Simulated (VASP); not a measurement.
# InSe (P6_3/mmc) in VASP: settings compared

Aim: see how the results for InSe move with the level of theory and the settings. Levels: r2SCAN, PBE. Tasks: electric field gradients.

Program: VASP 6.6.1. These are calculated values, not measurements. Logs are shortened: lines on timing, memory, paths and dates and some standing lists are left out, and cuts for length are marked.

### 1 The cell of the first run

The structure is hexagonal, space group P6_3/mmc (No. 194). The conventional cell has a = 4.050 Å, b = 4.050 Å, c = 16.930 Å, α = 90.00°, β = 90.00°, γ = 120.00°. Within 3.5 Å of In (site symmetry 3m) lie 3 Se at 2.66 Å and 1 In at 2.80 Å. Se (site symmetry 3m) has 3 In at 2.66 Å within 3.5 Å.

### 2 Electric field gradients, r2SCAN

POSCAR reads:

```
InSe
1.0
    4.0499987506      0.0000000000      0.0000000000
   -2.0249993753      3.5074018033      0.0000000000
    0.0000000000      0.0000000000     16.9300000000
In Se
4 4
Direct
    0.3333333333      0.6666666667      0.1672880857
    0.6666666667      0.3333333333      0.6672880857
    0.3333333333      0.6666666667      0.3327119143
    0.6666666667      0.3333333333      0.8327119143
    0.3333333333      0.6666666667      0.5917978027
    0.6666666667      0.3333333333      0.0917978027
    0.3333333333      0.6666666667      0.9082021973
    0.6666666667      0.3333333333      0.4082021973
```

INCAR.step1 reads:

```
ALGO = Normal
EDIFF = 1E-4
ENCUT = 520
GGA = PE
ISMEAR = -1
LASPH = T
LCHARG = F
LREAL = F
LWAVE = T
NBANDS = 48
NELM = 60
PREC = Accurate
SIGMA = 0.05
```

INCAR.step2 reads:

```
ALGO = Normal
EDIFF = 1E-8
ENCUT = 520
ISIF = 2
ISMEAR = -1
ISTART = 1
LASPH = T
LCHARG = F
LEFG = T
LMIXTAU = T
LREAL = F
LWAVE = F
METAGGA = R2SCAN
NBANDS = 48
NELM = 60
PREC = Accurate
SIGMA = 0.05
```

KPOINTS reads:

```
k-points
0
Gamma
  13 13 3
```

Potentials or basis: VASP PAW PBE potentials, release 64 (In_d, Se).

Run with:

```sh
$ cat potpaw_PBE.64/In_d/POTCAR potpaw_PBE.64/Se/POTCAR > POTCAR
$ cp INCAR.step1 INCAR
$ mpirun -np 1 vasp_std > vasp.out
$ cp INCAR.step2 INCAR
$ mpirun -np 1 vasp_std > vasp.out
```

OUTCAR:

```text
EDIFF = 1E-8
   ENCUT = 520
   ISIF = 2
   ISMEAR = -1
   ISTART = 1
   LASPH = T
   LREAL = F
   METAGGA = R2SCAN
   NELM = 60
   PREC = Accurate

 ion  position               nearest neighbor table
   1  0.333  0.667  0.167-   6 2.66   6 2.66   6 2.66   3 2.80
   2  0.667  0.333  0.667-   5 2.66   5 2.66   5 2.66   4 2.80
   3  0.333  0.667  0.333-   8 2.66   8 2.66   8 2.66   1 2.80
   4  0.667  0.333  0.833-   7 2.66   7 2.66   7 2.66   2 2.80
   5  0.333  0.667  0.592-   2 2.66   2 2.66   2 2.66
   6  0.667  0.333  0.092-   1 2.66   1 2.66   1 2.66
   7  0.333  0.667  0.908-   4 2.66   4 2.66   4 2.66
   8  0.667  0.333  0.408-   3 2.66   3 2.66   3 2.66

  LATTYP: Found a hexagonal cell.
 ALAT       =     4.0499987506
 C/A-ratio  =     4.1802482032

  Lattice vectors:

 A1 = (   4.0499987506,   0.0000000000,   0.0000000000)
 A2 = (  -2.0249993753,   3.5074018033,   0.0000000000)
 A3 = (   0.0000000000,   0.0000000000,  16.9300000000)

Analysis of symmetry for initial positions (statically):
=====================================================================
 Subroutine PRICEL returns:
 Original cell was already a primitive cell.

 Routine SETGRP: Setting up the symmetry group for a
 hexagonal supercell.

 Subroutine GETGRP returns: Found 24 space group operations
 (whereof 12 operations were pure point group operations)
 out of a pool of 24 trial point group operations.

The static configuration has the point symmetry D_3d.
 The point group associated with its full space group is D_6h.

Analysis of symmetry for dynamics (positions and initial velocities):
=====================================================================
 Subroutine PRICEL returns:
 Original cell was already a primitive cell.

 Routine SETGRP: Setting up the symmetry group for a
 hexagonal supercell.

 Subroutine GETGRP returns: Found 24 space group operations
 (whereof 12 operations were pure point group operations)
 out of a pool of 24 trial point group operations.

The dynamic configuration has the point symmetry D_3d.
 The point group associated with its full space group is D_6h.

 Subroutine INISYM returns: Found 24 space group operations
 (whereof 12 operations are pure point group operations),
 and found     1 'primitive' translations

----------------------------------------------------------------------------------------

                                     Primitive cell

  volume of cell :     240.4902

  direct lattice vectors                    reciprocal lattice vectors
     4.049998751  0.000000000  0.000000000     0.246913656  0.142555666  0.000000000
    -2.024999375  3.507401803  0.000000000     0.000000000  0.285111332  0.000000000
     0.000000000  0.000000000 16.930000000     0.000000000  0.000000000  0.059066745

  length of vectors
     4.049998751  4.049998751 16.930000000     0.285111332  0.285111332  0.059066745

  position of ions in fractional coordinates (direct lattice)
     0.333333333  0.666666667  0.167288086
     0.666666667  0.333333333  0.667288086
     0.333333333  0.666666667  0.332711914
     0.666666667  0.333333333  0.832711914
     0.333333333  0.666666667  0.591797803
     0.666666667  0.333333333  0.091797803
     0.333333333  0.666666667  0.908202197
     0.666666667  0.333333333  0.408202197

  ion indices of the primitive-cell ions
   primitive index   ion index
                 1           1
                 2           2
                 3           3
                 4           4
                 5           5
                 6           6
                 7           7
                 8           8

----------------------------------------------------------------------------------------
[... 67 lines left out ...]
   LASPH  =      T    aspherical Exc in radial PAW
   ENCUT  =  520.0 eV  38.22 Ry    6.18 a.u.   7.53  7.53 31.48*2*pi/ulx,y,z
   NELM   =     60;   NELMIN=  2; NELMDL=  0     # of ELM steps
   EDIFF  = 0.1E-07   stopping-criterion for ELM
   LREAL  =      F    real-space projection
   EDIFFG = 0.1E-06   stopping-criterion for IOM
   NSW    =      0    number of steps for IOM
   IBRION =     -1    ionic relax: 0-MD 1-quasi-New 2-CG
   NFREE  =      0    steps in history (QN), initial steepest desc. (CG)
   ISIF   =      2    stress and relaxation
   ISYM   =      2    0-nonsym 1-usesym 2-fastsym
   POTIM  = 0.5000    time-step for ionic-motion
   TEBEG  =    0.0;   TEEND  =   0.0 temperature during run
   PSTRESS=    0.0 pullay stress
   NELECT =      76.0000    total number of electrons
   NUPDOWN=      -1.0000    fix difference up-down
   EMIN   =  10.00;   EMAX   =-10.00  energy-range for DOS
   EFERMI =   0.00;   METHOD = LEGACY
   ISMEAR =    -1;   SIGMA  =   0.05  broadening in eV -4-tet -1-fermi 0-gaus
   EFERMI_NEDOS =   21; number of points for ismear=-14 and -15
   IALGO  =     38    algorithm
   IMIX   =      4    mixing-type and parameters
     AMIX     =   0.40;   BMIX     =  1.00
     AMIX_MAG =   1.60;   BMIX_MAG =  1.00
  volume/ion in A,a.u.               =      30.06       202.86
  Fermi-wavevector in a.u.,A,eV,Ry     =   1.115099  2.107232 16.918118  1.243447
  Thomas-Fermi vector in A             =   2.251701
   LORBIT       =      0    0 simple, 1 ext, 2 COOP (PROOUT), +10 PAW based schemes
   METAGGA = R2SCAN    functional components
   LHFCALC =     F    Hartree Fock is set to
   AEXX    =    0.0000 exact exchange contribution
   IVDW    =     0    specifies the selected vdW correction
   LEPSILON=     F    determine dielectric tensor
   LRPA    =     F    only Hartree local field effects (RPA)
 non-spin polarized calculation
  energy-cutoff  :      520.00
  volume of cell :      240.49
 maximum number of plane-waves:      6529
 NGX is ok and might be reduce to    30
   NGX = 15   NGY = 15   NGZ = 63

 number of electron      76.0000017 magnetization

 Free energy of the ion-electron system (eV)
  ---------------------------------------------------
  ext. energy  EPLUGINS =         0.00000000
  ---------------------------------------------------
  free energy    TOTEN  =      -152.93886983 eV

  energy without entropy =     -152.93886633  energy(sigma->0) =     -152.93886808

 E-fermi :   4.0094     XC(G=0):  -9.3041

 val. band max:        3.5934303614   @ k =   0.0000   0.0000   0.0000
 cond. band min:       4.3562514902   @ k =   0.0000   0.0000   0.0000
 fundamental gap:      0.7628211288
 Fermi energy:         4.0094161514

 k-point     1 :       0.0000    0.0000    0.0000
  band No.  band energies     occupation
      1     -11.6663      2.00000
      2     -11.6659      2.00000
      3     -11.4819      2.00000
      4     -11.4819      2.00000
      5     -11.4815      2.00000
      6     -11.4815      2.00000
[... 1213 lines left out ...]
     47       8.6185      0.00000
     48       8.8597      0.00000

 [... further k-points ...]
[... 5 lines left out ...]
  --------------------------------------------------------------------------------------
  -------------------------------------------------------------------------------------
  Total       -0.6248335     -0.6248335     -0.1925821      0.0000000      0.0000000      0.0000000
  in kB       -4.1627228     -4.1627228     -1.2830076      0.0000000      0.0000000      0.0000000
  external PRESSURE =      -3.2028177 kB  Pullay stress =       0.0000000 kB

 VOLUME and BASIS-vectors are now :
 -----------------------------------------------------------------------------
  energy-cutoff  :      520.00
  volume of cell :      240.49
      direct lattice vectors                 reciprocal lattice vectors
     4.049998751  0.000000000  0.000000000     0.246913656  0.142555666  0.000000000
    -2.024999375  3.507401803  0.000000000     0.000000000  0.285111332  0.000000000
     0.000000000  0.000000000 16.930000000     0.000000000  0.000000000  0.059066745

 POSITION                                       TOTAL-FORCE (eV/Angst)
 -----------------------------------------------------------------------------------
     -0.00000      2.33827      2.83219         0.000000      0.000000     -0.115099
      2.02500      1.16913     11.29719        -0.000000      0.000000     -0.115099
     -0.00000      2.33827      5.63281        -0.000000      0.000000      0.115099
      2.02500      1.16913     14.09781        -0.000000     -0.000000      0.115099
     -0.00000      2.33827     10.01914        -0.000000      0.000000      0.206410
      2.02500      1.16913      1.55414         0.000000      0.000000      0.206410
     -0.00000      2.33827     15.37586         0.000000     -0.000000     -0.206410
      2.02500      1.16913      6.91086         0.000000      0.000000     -0.206410
 -----------------------------------------------------------------------------------
    total drift:                               -0.000000      0.000000     -0.000000

  FREE ENERGIE OF THE ION-ELECTRON SYSTEM (eV)
  ---------------------------------------------------
  free  energy   TOTEN  =      -152.9388698294 eV

  energy  without entropy=     -152.9388663340  energy(sigma->0) =     -152.93886808

 Electric field gradients (V/A^2)
---------------------------------------------------------------------
 ion       V_xx      V_yy      V_zz      V_xy      V_xz      V_yz
---------------------------------------------------------------------
   1      57.625    57.625  -115.250     0.001    -0.000     0.000
   2      57.625    57.625  -115.250     0.001     0.000    -0.000
   3      57.625    57.625  -115.250     0.001     0.000    -0.000
   4      57.625    57.625  -115.250     0.001    -0.000     0.000
   5      33.681    33.681   -67.363    -0.000    -0.000     0.000
   6      33.681    33.681   -67.363    -0.000     0.000    -0.000
   7      33.681    33.681   -67.363    -0.000     0.000    -0.000
   8      33.681    33.681   -67.363    -0.000    -0.000     0.000
---------------------------------------------------------------------

 Electric field gradients after diagonalization (V/A^2)
 (convention: |V_zz| > |V_xx| > |V_yy|)
----------------------------------------------------------------------
 ion       V_xx      V_yy      V_zz     asymmetry (V_yy - V_xx)/ V_zz
----------------------------------------------------------------------
   1      57.626    57.624  -115.250       0.000
   2      57.626    57.624  -115.250       0.000
   3      57.626    57.624  -115.250       0.000
   4      57.626    57.624  -115.250       0.000
   5      33.681    33.681   -67.363       0.000
   6      33.681    33.681   -67.363       0.000
   7      33.681    33.681   -67.363       0.000
   8      33.681    33.681   -67.363       0.000
----------------------------------------------------------------------

           NMR quadrupolar parameters

 Cq : quadrupolar parameter    Cq=e*Q*V_zz/h
 eta: asymmetry parameters     (V_yy - V_xx)/ V_zz
 Q  : nuclear electric quadrupole moment in mb (millibarn)
----------------------------------------------------------------------
 ion       Cq(MHz)       eta       Q (mb)
----------------------------------------------------------------------
   1      -0.279       0.000       1.000
   2      -0.279       0.000       1.000
   3      -0.279       0.000       1.000
   4      -0.279       0.000       1.000
   5      -0.163       0.000       1.000
   6      -0.163       0.000       1.000
   7      -0.163       0.000       1.000
   8      -0.163       0.000       1.000
----------------------------------------------------------------------
```

Wall time 39 min (1 thread of AMD EPYC 9R45 (Zen 5), shared host); peak memory 0.58 GiB.

What came out:

- Free energy: -152.9389 eV
- Pressure: -0.3 GPa
- Largest force: 0.206 eV/Å
- Band gap on the k mesh: 0.76 eV
- Largest electric field gradient by atom: In -115.2; Se -67.4 V/Å²

Forces in eV/Å, atoms in the order of the input:
```
In   0.000  0.000 -0.115
In   0.000  0.000 -0.115
In   0.000  0.000  0.115
In   0.000  0.000  0.115
Se   0.000  0.000  0.206
Se   0.000  0.000  0.206
Se   0.000  0.000 -0.206
Se   0.000  0.000 -0.206
```

Electric field gradients, principal values (V/Å²):
| atom | least | middle | greatest (by size) |
| --- | --- | --- | --- |
| 1 In | 57.624 | 57.626 | -115.250 |
| 2 In | 57.624 | 57.626 | -115.250 |
| 3 In | 57.624 | 57.626 | -115.250 |
| 4 In | 57.624 | 57.626 | -115.250 |
| 5 Se | 33.681 | 33.681 | -67.363 |
| 6 Se | 33.681 | 33.681 | -67.363 |
| 7 Se | 33.681 | 33.681 | -67.363 |
| 8 Se | 33.681 | 33.681 | -67.363 |

Caveat: semilocal functionals underestimate gaps, and a narrow one can read as zero; without QUAD_EFG the Cq values of the log hold for a quadrupole moment of 1 mb, not for the nuclei; the PAW data sets were made with another functional, which shifts forces and pressure a little; spin-orbit coupling is left out, which moves the levels of the heavy elements.

### 3 Electric field gradients, PBE

INCAR reads:

```
PREC = Accurate
ENCUT = 520
EDIFF = 1E-8
ISMEAR = -1
SIGMA = 0.02
LREAL = False
LASPH = True
NELM = 60
ALGO = Normal
ISIF = 2
LWAVE = False
LCHARG = False
GGA = PE
LEFG = True
NBANDS = 48
```

KPOINTS reads:

```
regular mesh
0
Gamma
  12 12 3
```

POSCAR reads:

```
InSe
1.0
    4.0499987506      0.0000000000      0.0000000000
   -2.0249993753      3.5074018033      0.0000000000
    0.0000000000      0.0000000000     16.9300000000
In Se
4 4
Direct
    0.3333333333      0.6666666667      0.1570000000
    0.6666666667      0.3333333333      0.6570000000
    0.3333333333      0.6666666667      0.3430000000
    0.6666666667      0.3333333333      0.8430000000
    0.3333333333      0.6666666667      0.6020000000
    0.6666666667      0.3333333333      0.1020000000
    0.3333333333      0.6666666667      0.8980000000
    0.6666666667      0.3333333333      0.3980000000
```

Potentials or basis: VASP PAW PBE potentials, release 64 (In_d, Se).

Run with:

```sh
$ cat potpaw_PBE.64/In_d/POTCAR potpaw_PBE.64/Se/POTCAR > POTCAR
$ mpirun -np 1 vasp_std > vasp.out
```

OUTCAR:

```text
PREC = Accurate
   ENCUT = 520
   EDIFF = 1E-8
   ISMEAR = -1
   LREAL = False
   LASPH = True
   NELM = 60
   ISIF = 2
   GGA = PE

 ion  position               nearest neighbor table
   1  0.333  0.667  0.157-   6 2.52   6 2.52   6 2.52   3 3.15
   2  0.667  0.333  0.657-   5 2.52   5 2.52   5 2.52   4 3.15
   3  0.333  0.667  0.343-   8 2.52   8 2.52   8 2.52   1 3.15
   4  0.667  0.333  0.843-   7 2.52   7 2.52   7 2.52   2 3.15
   5  0.333  0.667  0.602-   2 2.52   2 2.52   2 2.52
   6  0.667  0.333  0.102-   1 2.52   1 2.52   1 2.52
   7  0.333  0.667  0.898-   4 2.52   4 2.52   4 2.52
   8  0.667  0.333  0.398-   3 2.52   3 2.52   3 2.52

  LATTYP: Found a hexagonal cell.
 ALAT       =     4.0499987506
 C/A-ratio  =     4.1802482032

  Lattice vectors:

 A1 = (   4.0499987506,   0.0000000000,   0.0000000000)
 A2 = (  -2.0249993753,   3.5074018033,   0.0000000000)
 A3 = (   0.0000000000,   0.0000000000,  16.9300000000)

Analysis of symmetry for initial positions (statically):
=====================================================================
[... 1451 lines left out ...]
  ---------------------------------------------------
  free  energy   TOTEN  =       -26.5046079085 eV

  energy  without entropy=      -26.5042796277  energy(sigma->0) =      -26.50444377

 Electric field gradients (V/A^2)
---------------------------------------------------------------------
 ion       V_xx      V_yy      V_zz      V_xy      V_xz      V_yz
---------------------------------------------------------------------
   1       8.411     8.412   -16.823     0.000    -0.000     0.000
   2       8.411     8.412   -16.823     0.000     0.000    -0.000
   3       8.411     8.412   -16.823     0.000     0.000    -0.000
   4       8.411     8.412   -16.823     0.000    -0.000     0.000
   5      92.938    92.938  -185.875     0.000     0.000    -0.000
   6      92.938    92.938  -185.875     0.000    -0.000     0.000
   7      92.938    92.938  -185.875     0.000    -0.000     0.000
   8      92.938    92.938  -185.875     0.000     0.000    -0.000
---------------------------------------------------------------------

 Electric field gradients after diagonalization (V/A^2)
 (convention: |V_zz| > |V_xx| > |V_yy|)
----------------------------------------------------------------------
 ion       V_xx      V_yy      V_zz     asymmetry (V_yy - V_xx)/ V_zz
----------------------------------------------------------------------
   1       8.412     8.411   -16.823       0.000
   2       8.412     8.411   -16.823       0.000
   3       8.412     8.411   -16.823       0.000
   4       8.412     8.411   -16.823       0.000
   5      92.938    92.938  -185.875       0.000
   6      92.938    92.938  -185.875       0.000
   7      92.938    92.938  -185.875       0.000
   8      92.938    92.938  -185.875       0.000
----------------------------------------------------------------------

           NMR quadrupolar parameters

 Cq : quadrupolar parameter    Cq=e*Q*V_zz/h
 eta: asymmetry parameters     (V_yy - V_xx)/ V_zz
 Q  : nuclear electric quadrupole moment in mb (millibarn)
----------------------------------------------------------------------
 ion       Cq(MHz)       eta       Q (mb)
----------------------------------------------------------------------
   1      -0.041       0.000       1.000
   2      -0.041       0.000       1.000
   3      -0.041       0.000       1.000
   4      -0.041       0.000       1.000
   5      -0.449       0.000       1.000
   6      -0.449       0.000       1.000
   7      -0.449       0.000       1.000
   8      -0.449       0.000       1.000
----------------------------------------------------------------------
```

stdout:

```text
POSCAR found type information on POSCAR InSe
 POSCAR found :  2 types and       8 ions
 scaLAPACK will be used
 LDA part: xc-table for (Slater+PW92), standard interpolation
 POSCAR, INCAR and KPOINTS ok, starting setup
 FFT: planning ... GRIDC
 FFT: planning ... GRID_SOFT
 FFT: planning ... GRID
 WAVECAR not read
 entering main loop
ion   1

ion   2

ion   3

ion   4

ion   5

ion   6

ion   7

ion   8
```

It took 13 min on 1 thread of Intel Xeon Platinum 8375C at 2.90GHz (Ice Lake), shared host; peak memory 0.53 GiB.

Results:

| Item | Value |
| --- | --- |
| Free energy | -26.5046 eV |
| Pressure | 7.6 GPa |
| Largest force | 2.900 eV/Å |
| Band gap on the k mesh | zero (bands 38 and 39 overlap by 0.07 eV) |
| Largest electric field gradient by atom | In -16.8; Se -185.9 V/Å² |

Forces in eV/Å, atoms in the order of the input:
```
In   0.000  0.000  2.900
In   0.000  0.000  2.900
In   0.000  0.000 -2.900
In   0.000  0.000 -2.900
Se   0.000  0.000 -2.027
Se   0.000  0.000 -2.027
Se   0.000  0.000  2.027
Se   0.000  0.000  2.027
```

Stress tensor (GPa, compression positive):
```
10.51  0.00  0.00
 0.00 10.51  0.00
 0.00  0.00  1.87
```

Levels at points of the mesh, in eV from the Fermi level:
| k point | band 34 | band 35 | band 36 | band 37 | band 38 | band 39 | band 40 | band 41 | band 42 | band 43 |
| --- | --- | --- | --- | --- | --- | --- | --- | --- | --- | --- |
| (0.00, 0.00, 0.00) | -2.27 | -2.21 | -2.21 | -1.40 | -0.42 | -0.11 | 0.35 | 1.18 | 1.53 | 3.73 |
| (0.50, 0.00, 0.00) | -3.24 | -2.99 | -2.62 | -1.54 | -1.05 | 0.89 | 1.04 | 1.30 | 1.38 | 2.97 |

Electric field gradients, principal values (V/Å²):
```
atom   least  middle  greatest (by size)
1 In   8.411   8.412             -16.823
2 In   8.411   8.412             -16.823
3 In   8.411   8.412             -16.823
4 In   8.411   8.412             -16.823
5 Se  92.938  92.938            -185.875
6 Se  92.938  92.938            -185.875
7 Se  92.938  92.938            -185.875
8 Se  92.938  92.938            -185.875
```

Caveat: the stress differs along the axes, from 2 to 11 GPa; without QUAD_EFG the Cq values of the log hold for a quadrupole moment of 1 mb, not for the nuclei; spin-orbit coupling is left out, which moves the levels of the heavy elements; forces of over 1 eV/Å act on the atoms, so gaps and moduli don't describe the material at rest.

The gap in the log of VASP goes by the Fermi energy; the results here count the filled bands.